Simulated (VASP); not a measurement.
Input of a VASP 6.6.1 run:

The input POSCAR:

```
Au
1.0
   -1.6211445481      1.6211445481      1.6211445481
    1.6211445481     -1.6211445481      1.6211445481
    1.6211445481      1.6211445481     -1.6211445481
Au
1
Direct
    0.0000000000      0.0000000000      0.0000000000
```

The input INCAR.step1:

```
  ALGO = Normal
  EDIFF = 1E-4
  ENCUT = 520
  GGA = PE
  ISMEAR = 0
  LASPH = True
  LCHARG = False
  LREAL = False
  LWAVE = True
  NBANDS = 12
  NELM = 60
  PREC = Accurate
  SIGMA = 0.1
```

File INCAR.step2:

```
  ALGO = Normal
  EDIFF = 1E-7
  ENCUT = 520
  ISIF = 2
  ISMEAR = 0
  ISTART = 1
  LASPH = True
  LCHARG = False
  LMIXTAU = True
  LREAL = False
  LWAVE = False
  METAGGA = R2SCAN
  NBANDS = 12
  NELM = 60
  PREC = Accurate
  SIGMA = 0.1
```

File KPOINTS:

```
k-points
0
Gamma
  18 18 18
```

Potentials or basis: VASP PAW PBE potentials, release 64 (Au).

The run is started by

```sh
$ cat potpaw_PBE.64/Au/POTCAR > POTCAR
$ cp INCAR.step1 INCAR
$ mpirun -np 1 vasp_std > vasp.out
$ cp INCAR.step2 INCAR
$ mpirun -np 1 vasp_std > vasp.out
```

Question: Estimate the pressure.

Answer: 5.4 GPa.

Caveat: the PAW data sets were made with another functional, which shifts forces and pressure a little.
